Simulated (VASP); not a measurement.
# Ru (Fd-3m) in VASP: single point with PBE

Aim: the single point of Ru with PBE.

All numbers are computed with VASP 6.6.1; they aren't measurements. Logs are shortened: lines on timing, memory, paths and dates and some standing lists are left out, and cuts for length are marked.

**1. The cell of the first run**

It takes space group Fd-3m (No. 227, cubic). Conventional cell: a = 5.563 Å, b = 5.563 Å, c = 5.563 Å, α = 90.00°, β = 90.00°, γ = 90.00°. Ru (site symmetry -43m) has 4 Ru at 2.41 Å within 3.2 Å.

This isn't the form of Ru at room conditions, which is hcp.

**2. Single point, PBE**

Input file INCAR:

```
PREC = Accurate ; ENCUT = 520
EDIFF = 1E-6 ; ISMEAR = -1
SIGMA = 0.06122561905347299 ; LREAL = False
LASPH = True ; NELM = 80
ALGO = Normal ; ISIF = 2
LWAVE = False ; LCHARG = False
GGA = PE ; NBANDS = 21
```

Input file KPOINTS:

```
regular mesh
0
Gamma
  17 17 17
```

Input file POSCAR:

```
Ru
1.0
    0.0000000000      2.7817466122      2.7817466122
    2.7817466122      0.0000000000      2.7817466122
    2.7817466122      2.7817466122      0.0000000000
Ru
2
Direct
    0.0000000000      0.0000000000      0.0000000000
    0.2500000000      0.2500000000      0.2500000000
```

Potentials or basis: VASP PAW PBE potentials, release 64 (Ru_pv).

The run is started by

```console
$ cat potpaw_PBE.64/Ru_pv/POTCAR > POTCAR
$ mpirun -np 1 vasp_std > vasp.out
```

OUTCAR:

```text
PREC = Accurate
   ENCUT = 520
   EDIFF = 1E-6
   ISMEAR = -1
   LREAL = False
   LASPH = True
   NELM = 80
   ISIF = 2
   GGA = PE

 ion  position               nearest neighbor table
   1  0.000  0.000  0.000-   2 2.41   2 2.41   2 2.41   2 2.41
   2  0.250  0.250  0.250-   1 2.41   1 2.41   1 2.41   1 2.41

  LATTYP: Found a face centered cubic cell.
 ALAT       =     5.5634932244

  Lattice vectors:

 A1 = (   0.0000000000,   2.7817466122,   2.7817466122)
 A2 = (   2.7817466122,   0.0000000000,   2.7817466122)
 A3 = (   2.7817466122,   2.7817466122,   0.0000000000)

Analysis of symmetry for initial positions (statically):
=====================================================================
 Subroutine PRICEL returns:
 Original cell was already a primitive cell.

 Routine SETGRP: Setting up the symmetry group for a
 face centered cubic supercell.

 Subroutine GETGRP returns: Found 48 space group operations
 (whereof 24 operations were pure point group operations)
 out of a pool of 48 trial point group operations.

The static configuration has the point symmetry T_d .
 The point group associated with its full space group is O_h .

Analysis of symmetry for dynamics (positions and initial velocities):
=====================================================================
 Subroutine PRICEL returns:
 Original cell was already a primitive cell.

 Routine SETGRP: Setting up the symmetry group for a
 face centered cubic supercell.

 Subroutine GETGRP returns: Found 48 space group operations
 (whereof 24 operations were pure point group operations)
 out of a pool of 48 trial point group operations.

The dynamic configuration has the point symmetry T_d .
 The point group associated with its full space group is O_h .

 Subroutine INISYM returns: Found 48 space group operations
 (whereof 24 operations are pure point group operations),
 and found     1 'primitive' translations

----------------------------------------------------------------------------------------

                                     Primitive cell

  volume of cell :      43.0509

  direct lattice vectors                    reciprocal lattice vectors
     0.000000000  2.781746612  2.781746612    -0.179743186  0.179743186  0.179743186
[... 80 lines left out ...]
   ISPIN  =      1    spin polarized calculation?
   LNONCOLLINEAR =      F non collinear calculations
   LSORBIT =      F    spin-orbit coupling
   LASPH  =      T    aspherical Exc in radial PAW
   ENCUT  =  520.0 eV  38.22 Ry    6.18 a.u.   7.31  7.31  7.31*2*pi/ulx,y,z
   NELM   =     80;   NELMIN=  2; NELMDL= -5     # of ELM steps
   EDIFF  = 0.1E-05   stopping-criterion for ELM
   LREAL  =      F    real-space projection
   EDIFFG = 0.1E-04   stopping-criterion for IOM
   NSW    =      0    number of steps for IOM
   IBRION =     -1    ionic relax: 0-MD 1-quasi-New 2-CG
   NFREE  =      0    steps in history (QN), initial steepest desc. (CG)
   ISIF   =      2    stress and relaxation
   ISYM   =      2    0-nonsym 1-usesym 2-fastsym
   POTIM  = 0.5000    time-step for ionic-motion
   TEBEG  =    0.0;   TEEND  =   0.0 temperature during run
   PSTRESS=    0.0 pullay stress
   NELECT =      28.0000    total number of electrons
   NUPDOWN=      -1.0000    fix difference up-down
   EMIN   =  10.00;   EMAX   =-10.00  energy-range for DOS
   EFERMI =   0.00;   METHOD = LEGACY
   ISMEAR =    -1;   SIGMA  =   0.06  broadening in eV -4-tet -1-fermi 0-gaus
   EFERMI_NEDOS =   21; number of points for ismear=-14 and -15
   IALGO  =     38    algorithm
   IMIX   =      4    mixing-type and parameters
     AMIX     =   0.40;   BMIX     =  1.00
     AMIX_MAG =   1.60;   BMIX_MAG =  1.00
  volume/ion in A,a.u.               =      21.53       145.26
  Fermi-wavevector in a.u.,A,eV,Ry     =   1.418404  2.680395 27.373151  2.011870
  Thomas-Fermi vector in A             =   2.539533
   LORBIT       =      0    0 simple, 1 ext, 2 COOP (PROOUT), +10 PAW based schemes
   GGA     = PE    functional components
   LHFCALC =     F    Hartree Fock is set to
   AEXX    =    0.0000 exact exchange contribution
   IVDW    =     0    specifies the selected vdW correction
   LEPSILON=     F    determine dielectric tensor
   LRPA    =     F    only Hartree local field effects (RPA)
 non-spin polarized calculation
  energy-cutoff  :      520.00
  volume of cell :       43.05
 maximum number of plane-waves:      1211
 NGX is ok and might be reduce to    30
   NGX = 15   NGY = 15   NGZ = 15

 number of electron      27.9999994 magnetization

 Free energy of the ion-electron system (eV)
  ---------------------------------------------------
  ext. energy  EPLUGINS =         0.00000000
  ---------------------------------------------------
  free energy    TOTEN  =       -16.03871347 eV

  energy without entropy =      -16.01355030  energy(sigma->0) =      -16.02613188

 E-fermi :   6.2948     XC(G=0): -11.0164

 val. band max:        6.2917992936   @ k =   0.4706   0.2353   0.0588
 cond. band min:       6.2962239011   @ k =  -0.1176   0.1765   0.0588
 fundamental gap:      0.0044246076
 Fermi energy:         6.2948426415

 k-point     1 :       0.0000    0.0000    0.0000
  band No.  band energies     occupation
      1     -36.6886      2.00000
      2     -36.6886      2.00000
      3     -36.6886      2.00000
      4     -35.9476      2.00000
      5     -35.9476      2.00000
      6     -35.9476      2.00000
[... 565 lines left out ...]
     20      17.2707      0.00000
     21      17.2786      0.00000

 [... further k-points ...]

------------------------ aborting loop because EDIFF is reached ----------------------------------------

  FORCE on cell =-STRESS in cart. coord.  units (eV):
  Direction    XX          YY          ZZ          XY          YZ          ZX
  --------------------------------------------------------------------------------------
  -------------------------------------------------------------------------------------
  Total       -2.2142788     -2.2142788     -2.2142788     -0.0000000      0.0000000      0.0000000
  in kB      -82.4062576    -82.4062576    -82.4062576     -0.0000000      0.0000000      0.0000000
  external PRESSURE =     -82.4062576 kB  Pullay stress =       0.0000000 kB

 VOLUME and BASIS-vectors are now :
 -----------------------------------------------------------------------------
  energy-cutoff  :      520.00
  volume of cell :       43.05
      direct lattice vectors                 reciprocal lattice vectors
     0.000000000  2.781746612  2.781746612    -0.179743186  0.179743186  0.179743186
     2.781746612  0.000000000  2.781746612     0.179743186 -0.179743186  0.179743186
     2.781746612  2.781746612  0.000000000     0.179743186  0.179743186 -0.179743186

 POSITION                                       TOTAL-FORCE (eV/Angst)
 -----------------------------------------------------------------------------------
      0.00000      0.00000      0.00000        -0.000000     -0.000000     -0.000000
      1.39087      1.39087      1.39087         0.000000      0.000000      0.000000
 -----------------------------------------------------------------------------------
    total drift:                                0.000000     -0.000000      0.000000

  FREE ENERGIE OF THE ION-ELECTRON SYSTEM (eV)
  ---------------------------------------------------
  free  energy   TOTEN  =       -16.0387134677 eV

  energy  without entropy=      -16.0135502963  energy(sigma->0) =      -16.02613188
```

OSZICAR:

```text
N       E                     dE             d eps       ncg     rms          rms(c)
DAV:   1     0.284522981332E+03    0.28452E+03   -0.17026E+04  6946   0.135E+03
DAV:   2    -0.110509313458E+02   -0.29557E+03   -0.28568E+03  7338   0.412E+02
DAV:   3    -0.165584314143E+02   -0.55075E+01   -0.54655E+01  7878   0.641E+01
DAV:   4    -0.166168128469E+02   -0.58381E-01   -0.58356E-01  9335   0.604E+00
DAV:   5    -0.166177940824E+02   -0.98124E-03   -0.98114E-03  8552   0.583E-01    0.102E+01
DAV:   6    -0.160688363924E+02    0.54896E+00   -0.17880E+00  7155   0.117E+01    0.303E+00
DAV:   7    -0.160457862146E+02    0.23050E-01   -0.35281E-02  8345   0.165E+00    0.138E+00
DAV:   8    -0.160386194200E+02    0.71668E-02   -0.11834E-02  7265   0.945E-01    0.970E-02
DAV:   9    -0.160386701334E+02   -0.50713E-04   -0.29955E-04  8469   0.167E-01    0.480E-02
DAV:  10    -0.160387136576E+02   -0.43524E-04   -0.34521E-05  7643   0.456E-02    0.375E-03
DAV:  11    -0.160387134677E+02    0.18990E-06   -0.88126E-07  6643   0.580E-03
   1 F= -.16038713E+02 E0= -.16026132E+02  d E =-.251632E-01
```

Wall time 3.4 min (1 thread of Intel Xeon 8259CL, shared host); peak memory 0.25 GiB.

Results:

```
Free energy            : -16.0387 eV
Pressure               : -8.2 GPa
Band gap on the k mesh : zero (bands 14 and 15 overlap by 0.91 eV)
```

Caveat: the cell stands under tension.
